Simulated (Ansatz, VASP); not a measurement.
Two plane-wave programs on ScAl3As4

```
CELL_PARAMETERS angstrom
5.83738 0.00000 0.00000
0.00000 5.83738 0.00000
0.00000 0.00000 5.83738
ATOMIC_POSITIONS crystal
Sc 0.00000 0.00000 0.00000
Al 0.50000 0.50000 0.00000
Al 0.50000 0.00000 0.50000
Al 0.00000 0.50000 0.50000
As 0.74127 0.74127 0.25873
As 0.74127 0.25873 0.74127
As 0.25873 0.74127 0.74127
As 0.25873 0.25873 0.25873
```

Change from the starting cell: species swapped into the AlGa3N4 type (P-43m, No. 215).

Alike in both runs: functional PBE; k mesh 6 × 6 × 6; occupations gaussian, width 0.02 eV; no spin polarisation.

Ansatz relaxed the structure, and its values are those at the end. VASP's run is a single point on that final structure, the one shown.

|  | VASP | Ansatz |
| --- | --- | --- |
| version | VASP 6.6.1 | Ansatz 0.2.0 |
| potentials or method | VASP PAW PBE potentials, release 64 (Sc_sv, Al, As), cutoff 520 eV | scalar-relativistic, plane waves, PAW |
| valence electrons in the cell | 40 | 80 |

```csv
,VASP,Ansatz,Ansatz less VASP
gap on the k mesh at the Fermi level (eV),1.65,1.66,+0.008
least direct gap on the mesh (eV),1.68,1.68,+0.008
pressure (GPa),0.2,0.0,-0.17
rms of the force components (eV/Å),0.000,0.003,+0.0029
```

VASP's potentials hold 40 valence electrons a cell and Ansatz's 80, so a difference there can come from the potentials and not from the codes.
